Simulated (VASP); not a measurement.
Input of a VASP 6.6.1 run:

The input INCAR:

```
SYSTEM = As
PREC = Accurate
ENCUT = 520
EDIFF = 1E-6
ISMEAR = 0
SIGMA = 0.1
LREAL = .False.
LASPH = .True.
NELM = 80
ALGO = Normal
ISIF = 2
LWAVE = .False.
LCHARG = .True.
GGA = PE
LELF = .True.
LVHAR = .True.
NBANDS = 12
```

Contents of KPOINTS:

```
regular mesh
0
Gamma
  6 6 4
  0 0 0
```

POSCAR

```
As
1.0
    2.6755586664     -2.8590917475      0.0000000000
    2.6755586664      2.8590917475      0.0000000000
    0.0000000000      0.0000000000      2.9302897636
As
2
Direct
    0.2901494883      0.7098505117      0.5000000000
    0.7098505117      0.2901494883      0.5000000000
```

Potentials or basis: VASP PAW PBE potentials, release 64 (As).

The run is started by

```sh
$ cat potpaw_PBE.64/As/POTCAR > POTCAR
$ mpirun -np 1 vasp_std > vasp.out
```

Q: Predict the band gap on the k mesh.

A: Zero (band 5 reaches 9.00 eV, above the bottom of band 6 at 1.24 eV).

Q: Predict the largest force.

A: 0.033 eV/Å.

Q: Predict the pressure.

A: 0.3 GPa.

Stress tensor (GPa, compression positive):
```
0.33 0.00 0.00
0.00 0.40 0.00
0.00 0.00 0.10
```

Caveat: the k points lie up to 0.54 Å⁻¹ apart.
